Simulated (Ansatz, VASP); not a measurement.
Given: the input of a run of Ansatz 0.2.0 on MoS2.

The input input.yaml:

```yaml
crystal:
  lattice:
    - [3.1191256785, 0.0, 0.0]
    - [-1.5595628393, 2.7012420752, 0.0]
    - [0.0, 0.0, 16.9807333112]
  atoms:
    - { symbol: Mo, position: [0.0, 0.0, 0.0] }
    - { symbol: S, position: [0.3333333333, 0.6666666667, 0.91050702] }
    - { symbol: S, position: [0.3333333333, 0.6666666667, 0.08949298] }
kpoints:
  mp_grid: { grid: [10, 10, 2] }
scf:
  occupations: { method: fermi_dirac, width: 0.05 }
hamiltonian:
  xc: pbesol
  pseudopotentials: { kind: all_electron, lapw: { basis_error: 0.001 } }
output:
  forces: true
  stress: true
  eigenvalues: true
```

Potentials or basis: all-electron LAPW, scalar-relativistic.

The run is started by

```console
$ ansatz run input.yaml --threads 2 --pin off --max-ram 8192MiB --backend cpu --events-out ev --progress --plain --runs-dir out
```

Task: Translate it to VASP 6.6.1. Potentials there: VASP PAW PBE potentials, release 64 (Mo_sv, S).

Result: As run (the cutoff follows the program's own potentials):

The input INCAR:

```
  PREC = Accurate
  ENCUT = 520
  EDIFF = 1E-6
  ISMEAR = -1
  SIGMA = 0.05
  LREAL = F
  LASPH = T
  NELM = 80
  ALGO = Normal
  ISIF = 2
  LWAVE = F
  LCHARG = F
  GGA = PS
  NBANDS = 20
```

Contents of KPOINTS:

```
regular mesh
0
Gamma
  10 10 2
```

The input POSCAR:

```
MoS2
1.0
    3.1191256785      0.0000000000      0.0000000000
   -1.5595628393      2.7012420752      0.0000000000
    0.0000000000      0.0000000000     16.9807333112
Mo S
1 2
Direct
    0.0000000000      0.0000000000      0.0000000000
    0.3333333333      0.6666666667      0.9105070200
    0.3333333333      0.6666666667      0.0894929800
```

Potentials or basis: VASP PAW PBE potentials, release 64 (Mo_sv, S).

Launch:

```console
$ cat potpaw_PBE.64/Mo_sv/POTCAR potpaw_PBE.64/S/POTCAR > POTCAR
$ mpirun -np 1 vasp_std > vasp.out
```

Both were run:

|  | VASP | Ansatz | Ansatz less VASP |
| --- | --- | --- | --- |
| gap on the k mesh at the Fermi level (eV) | 1.92 | 1.91 | -0.011 |
| least direct gap on the mesh (eV) | 2.11 | 2.10 | -0.004 |
| rms of the force components (eV/Å) | 0.454 | 0.454 | +0.0008 |

VASP's potentials were made for PBE, not for PBEsol. Atom by atom the forces differ by 0.001 eV/Å (rms over components). Ansatz ran all-electron here, and VASP with PAW potentials.
